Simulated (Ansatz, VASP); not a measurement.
**One calculation of CaZr2N3, two programs**

```
CELL_PARAMETERS angstrom
4.30536 0.00000 0.00000
0.00000 4.30536 0.00000
0.00000 0.00000 5.74753
ATOMIC_POSITIONS crystal
Ca 0.00000 0.00000 0.50000
Zr 0.50000 0.50000 0.00000
Zr 0.00000 0.00000 0.00000
N 0.50000 0.50000 0.50000
N 0.00000 0.50000 0.00000
N 0.50000 0.00000 0.00000
```

Alike in both runs: functional PBE; k mesh 4 × 4 × 4; occupations gaussian, width 0.1 eV; no spin polarisation.

Ansatz relaxed the structure, and its values are those at the end. VASP's run is a single point on that final structure, the one shown.

```csv
,VASP,Ansatz
version,VASP 6.6.1,Ansatz 0.2.0
potentials or method,"VASP PAW PBE potentials, release 64 (Ca_sv, Zr_sv, N), cutoff 520 eV","scalar-relativistic, plane waves, PAW"
valence electrons in the cell,49,49
```

Ansatz gave:

- gap on the k mesh at the Fermi level (eV): none
- pressure (GPa): 0.1

Problem. Estimate VASP's values.

Solution. gap on the k mesh at the Fermi level (eV): none; pressure (GPa): 0.2.

A gap of «none» marks a metal or a gap that the smearing closes.

The k mesh is coarse, so the values compare programs but aren't converged.
